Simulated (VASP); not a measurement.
Set up this calculation in VASP 6.6.1, as the native input.

```yaml
Task: single point
Functional: PBE
Potentials_or_basis: VASP PAW PBE potentials, release 64 (C)
Cutoff: 520 eV
k_mesh: 10 × 10 × 10
Occupations: gaussian, width 0.02 eV
Spin: no spin polarisation
Dipole_correction: no
Further_INCAR_settings: ALGO = Normal; EDIFF = 1e-07; NBANDS = 11
```

The structure of C lies in POSCAR:

```
C
1.0
    0.0000000000      1.8012037000      1.7482305656
    1.8012037000      0.0000000000      1.7482305656
    1.8012037000      1.8012037000      0.0000000000
C
2
Direct
    0.0000000000      0.0000000000      0.0000000000
    0.2500000000      0.2500000000      0.2500000000
```

The input as run:

INCAR

```
PREC = Accurate ; ENCUT = 520
EDIFF = 1E-7 ; ISMEAR = 0
SIGMA = 0.02 ; LREAL = F
LASPH = T ; NELM = 60
ALGO = Normal ; ISIF = 2
LWAVE = F ; LCHARG = F
GGA = PE ; NBANDS = 11
```

KPOINTS

```
Automatic mesh
0
Gamma
  10 10 10
```

Potentials or basis: VASP PAW PBE potentials, release 64 (C).

Run with:

```bash
$ cat potpaw_PBE.64/C/POTCAR > POTCAR
$ mpirun -np 1 vasp_std > vasp.out
```

It gave:

```
Pressure               : 2.5 GPa
Band gap on the k mesh : 3.40 eV, indirect (least direct gap 5.06 eV)
```

It took 13 s on 1 thread of Intel(R) Xeon(R) Platinum 8488C (Sapphire Rapids), on a shared host, peak memory 0.12 GiB.
